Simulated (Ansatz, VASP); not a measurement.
# Os: VASP beside Ansatz

File INCAR:

```
PREC = Accurate ; ENCUT = 520
EDIFF = 1E-6 ; ISMEAR = -1
SIGMA = 0.05 ; LREAL = F
LASPH = T ; NELM = 80
ALGO = Normal ; ISIF = 2
LWAVE = F ; LCHARG = F
GGA = PS ; NBANDS = 15
```

File KPOINTS:

```
Automatic mesh
0
Gamma
  10 10 5
```

File POSCAR:

```
Os
1.0
    2.6794180000      0.0000000000      0.0000000000
   -1.3397090000      2.3204440554      0.0000000000
    0.0000000000      0.0000000000      4.3197000000
Os
2
Direct
    0.6666666667      0.3333333333      0.7500000000
    0.3333333333      0.6666666667      0.2500000000
```

The input input.yaml:

```yaml
crystal:
  lattice:
    - [2.679418, 0.0, 0.0]
    - [-1.339709, 2.3204440554, 0.0]
    - [0.0, 0.0, 4.3197]
  atoms:
    - { symbol: Os, position: [0.6666666667, 0.3333333333, 0.75] }
    - { symbol: Os, position: [0.3333333333, 0.6666666667, 0.25] }
hamiltonian:
  xc: pbesol
  pseudopotentials: { kind: paw }
kpoints:
  mp_grid: { grid: [10, 10, 5] }
scf:
  occupations: { method: fermi_dirac, width: 0.05 }
output:
  forces: true
  stress: true
  eigenvalues: true
  write_density: true
  write_potential: true
  elf: true
  volumetric_format: npy
```

Alike in both runs: task single point; functional PBEsol; k mesh 10 × 10 × 5; occupations fermi-dirac, width 0.05 eV; no spin polarisation.

|  | VASP | Ansatz |
| --- | --- | --- |
| version | VASP 6.6.1 | Ansatz 0.2.0 |
| potentials or method | VASP PAW PBE potentials, release 64 (Os) | Ansatz PAW |
| plane-wave cutoff (eV) | 520 | 420 |
| valence electrons in the cell | 16 | 32 |

Ansatz gave:

- gap on the k mesh at the Fermi level (eV): none
- pressure (GPa): 15.9
- traceless stress, the component that is largest in VASP (GPa): -12.40

**Question.** Estimate VASP's values.

**Answer.** gap on the k mesh at the Fermi level (eV): none; pressure (GPa): 16.8; traceless stress, the component that is largest in VASP (GPa): -12.41.

VASP's potentials were made for PBE, not for PBEsol. A gap of «none» marks a metal or a gap that the smearing closes. The functional is the same, so the differences come from potentials, cutoffs and numerics. VASP's potentials hold 16 valence electrons a cell and Ansatz's 32, so a difference there can come from the potentials and not from the codes.

Neither program's run includes spin-orbit coupling.
